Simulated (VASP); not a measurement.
**PbO2: single point with PBE**

The system is PbO2.

```
Pb O
1.0
     5.22749    0.00000    0.00000
     0.00000    5.22749    0.00000
     0.00000    0.00000    3.44908
Pb O
2 4
Direct
  0.00000 0.00000 0.00000
  0.50000 0.50000 0.50000
  0.30993 0.30993 0.00000
  0.19007 0.80993 0.50000
  0.69007 0.69007 0.00000
  0.80993 0.19007 0.50000
```

* Program: VASP 6.6.1
* Task: single point
* Functional: PBE
* Potentials or basis: VASP PAW PBE potentials, release 64 (Pb_d, O)
* Cutoff: 520 eV
* k mesh: 8 × 8 × 10
* Occupations: gaussian, width 0.1 eV
* Spin: no spin polarisation
* Dipole correction: no
* Further INCAR settings: ALGO = Normal; EDIFF = 1e-06; NBANDS = 35

```yaml
Pressure: -5.0 GPa
Largest_force: 0.018 eV/Å
```

Forces on the atoms (eV/Å):
```
Pb   0.000  0.000  0.000
Pb   0.000  0.000  0.000
O   -0.013 -0.013  0.000
O    0.013 -0.013  0.000
O    0.013  0.013  0.000
O   -0.013  0.013  0.000
```

Stress tensor (GPa, compression positive):
```
-5.07  0.00  0.00
 0.00 -5.07  0.00
 0.00  0.00 -4.83
```

Levels at points of the mesh, in eV from the Fermi level:
```
           k point  band 24  band 25  band 26  band 27  band 28  band 29
(0.00, 0.00, 0.00)    -0.64    -0.53    -0.53     0.08     3.46     5.63
(0.50, 0.00, 0.00)    -0.65    -0.37    -0.37     1.67     1.67     6.20
(0.50, 0.50, 0.00)    -0.68    -0.46    -0.46     2.06     2.06     6.26
(0.00, 0.00, 0.50)    -0.91    -0.68    -0.68     2.99     2.99     8.20
(0.50, 0.00, 0.50)    -0.65    -0.37    -0.37     3.22     3.22     6.55
(0.50, 0.50, 0.50)    -0.61    -0.47    -0.47     2.26     2.26     7.72
```

It took 100 s on 1 thread of Intel(R) Xeon(R) 6975P-C (Granite Rapids), with other jobs on the host, peak memory 0.35 GiB.

Caveat: the cell stands under tension; spin-orbit coupling is left out, which moves the levels of the heavy elements.
